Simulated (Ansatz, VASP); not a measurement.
**One calculation of WC, two programs**

```
W C
1.0
     0.00000    2.19268    2.19268
     2.19268    0.00000    2.19268
     2.19268    2.19268    0.00000
W C
1 1
Direct
  0.98258 0.99518 0.00280
  0.51745 0.50594 0.48678
```

Change from the starting cell: atoms moved at random, drawn with an rms of 0.05 Å.

Alike in both runs: task single point; functional PBE; k mesh 10 × 10 × 10; occupations fermi-dirac, width 0.05 eV; no spin polarisation.

|  | VASP | Ansatz |
| --- | --- | --- |
| version | VASP 6.6.1 | Ansatz 0.2.0 |
| potentials or method | VASP PAW PBE potentials, release 64 (W_sv, C) | Ansatz PAW |
| plane-wave cutoff (eV) | 520 | 420 |
| valence electrons in the cell | 18 | 18 |

|  | VASP | Ansatz | Ansatz less VASP |
| --- | --- | --- | --- |
| gap on the k mesh at the Fermi level (eV) | none | none | - |
| pressure (GPa) | 1.4 | 0.5 | -0.91 |
| traceless stress, the component that is largest in VASP (GPa) | 3.21 | 3.18 | -0.026 |
| rms of the force components (eV/Å) | 0.423 | 0.419 | -0.0047 |

Atom by atom the forces differ by 0.005 eV/Å (rms over components). A gap of «none» marks a metal or a gap that the smearing closes. With one functional, cell and mesh, what is left measures potentials, basis and numerics.

Neither program's run includes spin-orbit coupling.
